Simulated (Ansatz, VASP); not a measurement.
Given: the input of a run of Ansatz 0.2.0 on WSe.

File input.yaml:

```yaml
crystal:
  lattice:
    - [3.3179375931, 0.0, 0.0]
    - [-1.6589687965, 2.8734182438, 0.0]
    - [0.0, 0.0, 31.65814242]
  atoms:
    - { symbol: W, position: [0.0, 0.0, 0.2369058772] }
    - { symbol: Se, position: [0.33333333, 0.66666666, 0.2894123711] }
    - { symbol: Se, position: [0.33333333, 0.66666666, 0.7105876289] }
    - { symbol: W, position: [0.0, 0.0, 0.7630941228] }
hamiltonian:
  xc: pbe
  pseudopotentials: { kind: paw }
kpoints:
  mp_grid: { grid: [9, 9, 1] }
scf:
  occupations: { method: fermi_dirac, width: 0.05 }
output:
  forces: true
  eigenvalues: true
efield:
  axis: 3
  dipole_correction: true
  ramp_width: 0.04
```

Potentials or basis: Ansatz PAW.

Launch:

```sh
$ ansatz run input.yaml --threads 4 --pin off --max-ram 11264MiB --backend cpu --events-out ev --progress --plain --runs-dir out
```

Problem. Translate it to VASP 6.6.1. Potentials there: VASP PAW PBE potentials, release 64 (W_sv, Se).

Solution. As run (the cutoff follows the program's own potentials):

File INCAR:

```
SYSTEM = WSe
  PREC = Accurate
  ENCUT = 520
  EDIFF = 1E-7
  ISMEAR = -1
  SIGMA = 0.05
  LREAL = .FALSE.
  LASPH = .TRUE.
  NELM = 60
  ALGO = Normal
  ISIF = 2
  LWAVE = .FALSE.
  LCHARG = .FALSE.
  LDIPOL = .TRUE.
  IDIPOL = 3
  DIPOL = 0.5 0.5 0.500
  GGA = PE
  NBANDS = 28
```

KPOINTS

```
regular mesh
0
G
  9 9 1
  0 0 0
```

File POSCAR:

```
WSe
1.0
    3.3179375931      0.0000000000      0.0000000000
   -1.6589687965      2.8734182438      0.0000000000
    0.0000000000      0.0000000000     31.6581424200
W Se
2 2
Direct
    0.0000000000      0.0000000000      0.2369058772
    0.0000000000      0.0000000000      0.7630941228
    0.3333333300      0.6666666600      0.2894123711
    0.3333333300      0.6666666600      0.7105876289
```

Potentials or basis: VASP PAW PBE potentials, release 64 (W_sv, Se).

Launch:

```sh
$ cat potpaw_PBE.64/W_sv/POTCAR potpaw_PBE.64/Se/POTCAR > POTCAR
$ mpirun -np 1 vasp_std > vasp.out
```

Both were run:

|  | VASP | Ansatz | Ansatz less VASP |
| --- | --- | --- | --- |
| gap on the k mesh at the Fermi level (eV) | 0.35 | 0.34 | -0.002 |
| least direct gap on the mesh (eV) | 0.77 | 0.77 | +0.001 |
| rms of the force components (eV/Å) | 0.234 | 0.252 | +0.0180 |

The functional is the same, so the differences come from potentials, cutoffs and numerics. VASP's potentials hold 40 valence electrons a cell and Ansatz's 60, so a difference there can come from the potentials and not from the codes.

Spin-orbit coupling is off throughout. Noted on Ansatz's run: odd divisions of the mesh miss points on the zone boundary, where band edges often lie, so the gap on the mesh can be too wide.
